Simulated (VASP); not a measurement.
# MoS2 (P-3m1) in VASP: a series of runs

The runs below take MoS2 through single point, with PBEsol.

Everything below comes from runs of VASP 6.6.1. Logs are shortened: lines on timing, memory, paths and dates and some standing lists are left out, and cuts for length are marked.

### 1 The cell of the first run

The structure is trigonal, space group P-3m1 (No. 164). Conventional cell: a = 3.316 Å, b = 3.316 Å, c = 5.496 Å, α = 90.00°, β = 90.00°, γ = 120.00°. Within 3.4 Å of Mo (site symmetry -3m) lie 6 S at 2.39 Å and 6 Mo at 3.32 Å. S (site symmetry 3m) has 3 Mo at 2.39 Å and 12 S at 3.27 to 3.43 Å within 3.5 Å.

### 2 Single point, PBEsol

The input, INCAR:

```
SYSTEM = MoS2
  ALGO = Normal
  EDIFF = 1E-6
  ENCUT = 520
  GGA = PS
  ISIF = 2
  ISMEAR = 0
  LASPH = .True.
  LCHARG = .True.
  LELF = .True.
  LREAL = .False.
  LVHAR = .True.
  LWAVE = .False.
  NBANDS = 20
  NELM = 60
  PREC = Accurate
  SIGMA = 0.15
```

The input, KPOINTS:

```
k-points
0
Gamma
  18 18 10
  0 0 0
```

The input, POSCAR:

```
MoS2
1.0
    3.3160456812      0.0000000000      0.0000000000
   -1.6580228406      2.8717798001      0.0000000000
    0.0000000000      0.0000000000      5.4958083947
Mo S
1 2
Direct
    0.0000000000      0.0000000000      0.5000000000
    0.3333333333      0.6666666667      0.2410625189
    0.6666666667      0.3333333333      0.7589374811
```

Potentials or basis: VASP PAW PBE potentials, release 64 (Mo_sv, S).

Run with:

```
> cat potpaw_PBE.64/Mo_sv/POTCAR potpaw_PBE.64/S/POTCAR > POTCAR
> mpirun -np 1 vasp_std > vasp.out
```

OUTCAR:

```text
SYSTEM = MoS2
   EDIFF = 1E-6
   ENCUT = 520
   GGA = PS
   ISIF = 2
   ISMEAR = 0
   LASPH = .True.
   LREAL = .False.
   NELM = 60
   PREC = Accurate

 ion  position               nearest neighbor table
   1  0.000  0.000  0.500-   2 2.39   3 2.39   3 2.39   2 2.39   3 2.39   2 2.39
   2  0.333  0.667  0.241-   1 2.39   1 2.39   1 2.39
   3  0.667  0.333  0.759-   1 2.39   1 2.39   1 2.39

  LATTYP: Found a hexagonal cell.
 ALAT       =     3.3160456812
 C/A-ratio  =     1.6573379631

  Lattice vectors:

 A1 = (   3.3160456812,   0.0000000000,   0.0000000000)
 A2 = (  -1.6580228406,   2.8717798001,   0.0000000000)
 A3 = (   0.0000000000,   0.0000000000,   5.4958083947)

Analysis of symmetry for initial positions (statically):
=====================================================================
 Subroutine PRICEL returns:
 Original cell was already a primitive cell.

 Routine SETGRP: Setting up the symmetry group for a
 hexagonal supercell.

 Subroutine GETGRP returns: Found 12 space group operations
 (whereof 12 operations were pure point group operations)
 out of a pool of 24 trial point group operations.

The static configuration has the point symmetry D_3d.

Analysis of symmetry for dynamics (positions and initial velocities):
=====================================================================
 Subroutine PRICEL returns:
 Original cell was already a primitive cell.

 Routine SETGRP: Setting up the symmetry group for a
 hexagonal supercell.

 Subroutine GETGRP returns: Found 12 space group operations
 (whereof 12 operations were pure point group operations)
 out of a pool of 24 trial point group operations.

The dynamic configuration has the point symmetry D_3d.

 Subroutine INISYM returns: Found 12 space group operations
 (whereof 12 operations are pure point group operations),
 and found     1 'primitive' translations

----------------------------------------------------------------------------------------

                                     Primitive cell

  volume of cell :      52.3363

  direct lattice vectors                    reciprocal lattice vectors
     3.316045681  0.000000000  0.000000000     0.301564000  0.174108057  0.000000000
    -1.658022841  2.871779800  0.000000000     0.000000000  0.348216113  0.000000000
     0.000000000  0.000000000  5.495808395     0.000000000  0.000000000  0.181956853

  length of vectors
     3.316045681  3.316045681  5.495808395     0.348216113  0.348216113  0.181956853

[... 75 lines left out ...]
   ICHARG =      2    charge: 1-file 2-atom 10-const
   ISPIN  =      1    spin polarized calculation?
   LNONCOLLINEAR =      F non collinear calculations
   LSORBIT =      F    spin-orbit coupling
   LASPH  =      T    aspherical Exc in radial PAW
   ENCUT  =  520.0 eV  38.22 Ry    6.18 a.u.   6.17  6.17 10.22*2*pi/ulx,y,z
   NELM   =     60;   NELMIN=  2; NELMDL= -5     # of ELM steps
   EDIFF  = 0.1E-05   stopping-criterion for ELM
   LREAL  =      F    real-space projection
   EDIFFG = 0.1E-04   stopping-criterion for IOM
   NSW    =      0    number of steps for IOM
   IBRION =     -1    ionic relax: 0-MD 1-quasi-New 2-CG
   NFREE  =      0    steps in history (QN), initial steepest desc. (CG)
   ISIF   =      2    stress and relaxation
   ISYM   =      2    0-nonsym 1-usesym 2-fastsym
   POTIM  = 0.5000    time-step for ionic-motion
   TEBEG  =    0.0;   TEEND  =   0.0 temperature during run
   PSTRESS=    0.0 pullay stress
   NELECT =      26.0000    total number of electrons
   NUPDOWN=      -1.0000    fix difference up-down
   EMIN   =  10.00;   EMAX   =-10.00  energy-range for DOS
   EFERMI =   0.00;   METHOD = LEGACY
   ISMEAR =     0;   SIGMA  =   0.15  broadening in eV -4-tet -1-fermi 0-gaus
   EFERMI_NEDOS =   21; number of points for ismear=-14 and -15
   IALGO  =     38    algorithm
   IMIX   =      4    mixing-type and parameters
     AMIX     =   0.40;   BMIX     =  1.00
     AMIX_MAG =   1.60;   BMIX_MAG =  1.00
  volume/ion in A,a.u.               =      17.45       117.73
  Fermi-wavevector in a.u.,A,eV,Ry     =   1.296577  2.450175 22.872905  1.681111
  Thomas-Fermi vector in A             =   2.428024
   LORBIT       =      0    0 simple, 1 ext, 2 COOP (PROOUT), +10 PAW based schemes
   GGA     = PS    functional components
   LHFCALC =     F    Hartree Fock is set to
   AEXX    =    0.0000 exact exchange contribution
   IVDW    =     0    specifies the selected vdW correction
   LEPSILON=     F    determine dielectric tensor
   LRPA    =     F    only Hartree local field effects (RPA)
 non-spin polarized calculation
 Gauss-broadening in eV      SIGMA  =   0.15
  energy-cutoff  :      520.00
  volume of cell :       52.34
 maximum number of plane-waves:      1424
 NGX is ok and might be reduce to    28

 number of electron      26.0000000 magnetization

 Free energy of the ion-electron system (eV)
  ---------------------------------------------------
  ext. energy  EPLUGINS =         0.00000000
  ---------------------------------------------------
  free energy    TOTEN  =       -22.41558965 eV

  energy without entropy =      -22.40318629  energy(sigma->0) =      -22.40938797

 E-fermi :   7.8359     XC(G=0): -11.1802

 val. band max:        7.8333269992   @ k =   0.0000   0.0000   0.1000
 cond. band min:       7.8465312880   @ k =   0.0000   0.1111   0.1000
 fundamental gap:      0.0132042889
 Fermi energy:         7.8359203576

 k-point     1 :       0.0000    0.0000    0.0000
  band No.  band energies     occupation
      1     -53.7836      2.00000
      2     -27.9011      2.00000
      3     -27.9011      2.00000
      4     -27.8070      2.00000
      5      -7.1890      2.00000
      6      -4.9916      2.00000
[... 541 lines left out ...]
     19      14.9360      0.00000
     20      16.0686      0.00000

 [... further k-points ...]
[... 5 lines left out ...]
  --------------------------------------------------------------------------------------
  -------------------------------------------------------------------------------------
  Total       -0.7571733     -0.7571733      3.0185100      0.0000000     -0.0000000     -0.0000000
  in kB      -23.1794246    -23.1794246     92.4059589      0.0000000     -0.0000000     -0.0000000
  external PRESSURE =      15.3490365 kB  Pullay stress =       0.0000000 kB

 VOLUME and BASIS-vectors are now :
 -----------------------------------------------------------------------------
  energy-cutoff  :      520.00
  volume of cell :       52.34
      direct lattice vectors                 reciprocal lattice vectors
     3.316045681  0.000000000  0.000000000     0.301564000  0.174108057  0.000000000
    -1.658022841  2.871779800  0.000000000     0.000000000  0.348216113  0.000000000
     0.000000000  0.000000000  5.495808395     0.000000000  0.000000000  0.181956853

 POSITION                                       TOTAL-FORCE (eV/Angst)
 -----------------------------------------------------------------------------------
      0.00000      0.00000      2.74790         0.000000      0.000000      0.000000
     -0.00000      1.91452      1.32483         0.000000     -0.000000     -1.053397
      1.65802      0.95726      4.17097        -0.000000      0.000000      1.053397
 -----------------------------------------------------------------------------------
    total drift:                               -0.000000      0.000000      0.000000

  FREE ENERGIE OF THE ION-ELECTRON SYSTEM (eV)
  ---------------------------------------------------
  free  energy   TOTEN  =       -22.4155896548 eV

  energy  without entropy=      -22.4031862853  energy(sigma->0) =      -22.40938797
```

Run time: 7.8 min. Hardware: 1 thread of Intel Xeon 8259CL, shared host; peak memory 0.42 GiB.

Results:

- Free energy: -22.4156 eV
- Pressure: 1.5 GPa
- Largest force: 1.053 eV/Å
- Band gap on the k mesh: zero (bands 13 and 14 overlap by 0.94 eV)

Forces on the atoms (eV/Å):
```
Mo   0.000  0.000  0.000
S    0.000  0.000 -1.053
S    0.000  0.000  1.053
```

Caveat: the stress differs along the axes, from -2 to 9 GPa; the PAW data sets were made with another functional, which shifts forces and pressure a little.

### 3 Single point, PBEsol

This run uses another cell than the first one, of the same volume but with other edges.

The input, INCAR:

```
PREC = Accurate
ENCUT = 520
EDIFF = 1E-6
ISMEAR = 0
SIGMA = 0.15
LREAL = False
LASPH = True
NELM = 60
ALGO = Normal
ISIF = 2
LWAVE = False
LCHARG = False
GGA = PS
NBANDS = 20
```

The input, KPOINTS:

```
Automatic mesh
0
Gamma
  18 18 10
```

The input, POSCAR:

```
MoS2
1.0
    2.9559680202      0.0000000000      0.0000000000
   -1.4779840101      2.5599433983      0.0000000000
    0.0000000000      0.0000000000      6.9162889658
Mo S
1 2
Direct
    0.0000000000      0.0000000000      0.5000000000
    0.3333333333      0.6666666667      0.2410625189
    0.6666666667      0.3333333333      0.7589374811
```

Potentials or basis: VASP PAW PBE potentials, release 64 (Mo_sv, S).

Run with:

```
> cat potpaw_PBE.64/Mo_sv/POTCAR potpaw_PBE.64/S/POTCAR > POTCAR
> mpirun -np 1 vasp_std > vasp.out
```

Run time: 5.7 min. Hardware: 1 thread of Intel Xeon 8259CL, shared host; peak memory 0.43 GiB.

It converged, with:

- Free energy: -22.1864 eV
- Pressure: -2.4 GPa
- Largest force: 1.781 eV/Å
- Band gap on the k mesh: zero (bands 13 and 14 overlap by 0.52 eV)

Forces in eV/Å, atoms in the order of the input:
```
Mo   0.000  0.000  0.000
S    0.000  0.000  1.781
S    0.000  0.000 -1.781
```

Stress tensor (GPa, compression positive):
```
  5.97   0.00   0.00
  0.00   5.97   0.00
  0.00   0.00 -19.23
```

Levels at points of the mesh, in eV from the Fermi level:
| k point | band 9 | band 10 | band 11 | band 12 | band 13 | band 14 | band 15 | band 16 | band 17 | band 18 |
| --- | --- | --- | --- | --- | --- | --- | --- | --- | --- | --- |
| (0.00, 0.00, 0.00) | -2.46 | -2.29 | -2.29 | 0.03 | 0.03 | 1.35 | 1.35 | 3.53 | 3.53 | 6.25 |
| (0.50, 0.00, 0.00) | -4.87 | -2.78 | -2.75 | -2.47 | -0.53 | 1.63 | 2.65 | 3.54 | 4.40 | 5.46 |
| (0.00, 0.00, 0.50) | -2.28 | -2.28 | -1.48 | 0.03 | 0.03 | 1.30 | 1.30 | 3.61 | 3.61 | 6.93 |
| (0.50, 0.00, 0.50) | -4.97 | -2.82 | -2.79 | -2.18 | -0.41 | 2.13 | 2.65 | 3.34 | 4.35 | 4.45 |

Caveat: the stress differs along the axes, from -19 to 6 GPa; the PAW data sets were made with another functional, which shifts forces and pressure a little; this functional lacks dispersion, which binds layers or chains, so the pressure and a relaxed spacing across them are unreliable.
